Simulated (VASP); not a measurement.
Fe: relaxation of cell and atoms with PBE

Crystal: Fe.

```xyz
1
Lattice="1.9112 0.0000 0.0000 0.0000 1.9112 0.0000 0.0000 0.0000 1.9112" Properties=species:S:1:pos:R:3 pbc="T T T"
Fe    0.0000    0.0000    0.0000
```

This isn't the form of Fe at room conditions, which is bcc.

* Program: VASP 6.6.1
* Task: relaxation of cell and atoms
* Functional: PBE
* Potentials or basis: VASP PAW PBE potentials, release 64 (Fe)
* Cutoff: 600 eV
* k mesh: 20 × 20 × 20
* Occupations: fermi-dirac, width 0.1 eV
* Spin: collinear spin, ferromagnetic start
* Starting moments: [2.5] μB
* Target pressure: 320 GPa
* Dipole correction: no
* Further INCAR settings: ALGO = Normal; EDIFF = 1e-06; IBRION = 2; EDIFFG = -0.005; NSW = 60; ISIF = 3

- Relaxed volume: 6.97 Å³/atom
- Relaxed cell: a = 1.910 Å, b = 1.910 Å, c = 1.910 Å, α = 90.00°, β = 90.00°, γ = 90.00°
- Space group after relaxing (to 0.1 Å): Pm-3m (No. 221)
- Energy change on relaxing (the run minimises the enthalpy): +27.8 meV/atom
- Ionic steps: 4
- Pressure after relaxing: 320.0 GPa
- Band gap on the k mesh: zero (filled and empty bands overlap)
- Net moment: 0.00 μB per cell

Step by step:
```tsv
step	energy change (eV)	largest force (eV/Å)	pressure (GPa)	volume (Å³)
1	0.0000	0.0000	316.71	6.98
2	0.2974	0.0000	344.84	6.84
3	0.0320	0.0000	320.50	6.97
4	0.0278	0.0000	319.98	6.97
```

Final structure:
```xyz
1
Lattice="1.9099 0.0000 0.0000 0.0000 1.9099 0.0000 0.0000 0.0000 1.9099" Properties=species:S:1:pos:R:3 pbc="T T T"
Fe    0.0000    0.0000    0.0000
```

Levels at points of the mesh, in eV from the Fermi level:
Spin up:
| k point | band 1 | band 2 | band 3 | band 4 | band 5 | band 6 | band 7 | band 8 |
| --- | --- | --- | --- | --- | --- | --- | --- | --- |
| (0.00, 0.00, 0.00) | -11.46 | -7.64 | -7.64 | 1.96 | 1.96 | 1.96 | 28.33 | 28.33 |
| (0.50, 0.00, 0.00) | -6.31 | -5.97 | -2.07 | -1.51 | -1.51 | 2.28 | 10.86 | 28.81 |
| (0.50, 0.50, 0.00) | -10.28 | -4.61 | -0.74 | -0.74 | 4.14 | 8.99 | 8.99 | 16.92 |
| (0.50, 0.50, 0.50) | -7.48 | -7.48 | -7.48 | 4.33 | 4.33 | 12.87 | 22.46 | 22.46 |
Spin down:
```tsv
k point	band 1	band 2	band 3	band 4	band 5	band 6	band 7	band 8
(0.00, 0.00, 0.00)	-11.46	-7.64	-7.64	1.96	1.96	1.96	28.33	28.33
(0.50, 0.00, 0.00)	-6.31	-5.97	-2.07	-1.51	-1.51	2.28	10.86	28.81
(0.50, 0.50, 0.00)	-10.28	-4.61	-0.74	-0.74	4.14	8.99	8.99	16.92
(0.50, 0.50, 0.50)	-7.48	-7.48	-7.48	4.33	4.33	12.87	22.46	22.46
```

Run time: 56 s on 1 thread of Intel Xeon 8259CL (shared host), peak memory 0.16 GiB.

Caveat: the cell is relaxed towards a set pressure, so the run minimises the enthalpy, not the energy; atoms lie so close that the PAW spheres overlap strongly, which falsifies energies and pressures; the moments typed at the start vanished in this run.
